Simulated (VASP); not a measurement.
Runs of VASP 6.6.1 on Si2W. The structure is that of space group I4/mmm (No. 139), or close to it. The cells are those of the table. 

| cell | gap on the mesh (eV) | pressure (GPa) | largest force (eV/Å) |
| --- | --- | --- | --- |
| a = 4.867 Å, angles 144.1, 144.1, 51.6°, 3 atoms | none | 13.1 | 0.01 |
| a = 4.505 Å, angles 134.4, 134.4, 66.5°, 3 atoms | none | -14.6 | 0.24 |
| a = 4.219 Å, angles 134.4, 134.4, 66.5°, 3 atoms | none | (c) | 0.14 |
| a = 4.731 Å, angles 142.3, 142.3, 54.4°, 3 atoms | none | (b) | 0.07 |
| a = 4.724 Å, angles 138.4, 138.4, 60.3°, 3 atoms | none | (a) | 0.25 |
| a = 4.664 Å, angles 142.3, 142.3, 54.4°, 3 atoms | none | 22.7 | 0.28 |
| a = 4.798 Å, angles 144.1, 144.1, 51.6°, 3 atoms | none | 25.0 | 0.22 |
| a = 4.604 Å, angles 140.4, 140.4, 57.3°, 3 atoms | none | 9.5 | 0.11 |

Alike in all rows: task single point; level PBE; potentials or basis VASP PAW PBE potentials, release 64 (Si, W_sv); no spin polarisation; k mesh 18 × 18 × 18; cutoff (eV) 520; smearing gaussian 0.15 eV.

Question: Estimate the missing entries.

Answer: (a) -19.4; (b) 10.7; (c) 30.4.

Caveats: spin-orbit coupling is left out, which moves the levels of the heavy elements; the cell stands under pressure (at least some runs); the cell stands under tension (at least some runs).

A k mesh can miss the band edges, and the runs leave out spin-orbit coupling on W.

A gap of «none» marks levels without a gap at the run's occupations.
